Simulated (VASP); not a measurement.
A run of VASP 6.6.1:

The input INCAR:

```
ALGO = Fast
EDIFF = 1E-6
EDIFFG = -0.08
ENCUT = 600
GGA = PE
IBRION = 2
ISIF = 3
ISMEAR = 0
LASPH = T
LCHARG = F
LREAL = F
LWAVE = F
NELM = 60
NSW = 36
PREC = Accurate
SIGMA = 0.2
```

KPOINTS

```
k-points
0
Gamma
  3 3 3
```

File POSCAR:

```
Sn6Ge
1.0
    6.4308668800      0.0000000000      0.0000000000
    0.0000000000      6.4308668800      0.0000000000
    0.0000000000      0.0000000000      5.3112352300
Sn Ge
6 1
Direct
    0.7666941300      0.7666941300      0.5000000000
    0.2333058700      0.2333058700      0.5000000000
    0.2333058700      0.7666941300      0.5000000000
    0.7666941300      0.2333058700      0.5000000000
    0.5000000000      0.5000000000      0.0000000000
    0.0000000000      0.0000000000      0.5000000000
    0.5000000000      0.5000000000      0.5000000000
```

Potentials or basis: VASP PAW PBE potentials, release 64 (Sn_d, Ge_d).

Launch:

```sh
$ cat potpaw_PBE.64/Sn_d/POTCAR potpaw_PBE.64/Ge_d/POTCAR > POTCAR
$ mpirun -np 1 vasp_std > vasp.out
```

Hardware: 1 thread of Intel(R) Xeon(R) 6975P-C (Granite Rapids) (shared host).

**Question.** Estimate the wall time of this run.

**Answer.** Wall time 24 min on 1 thread of Intel(R) Xeon(R) 6975P-C (Granite Rapids), on a shared host, peak memory 0.41 GiB. Counts: scf iterations 340, k points 6, ion steps 13.
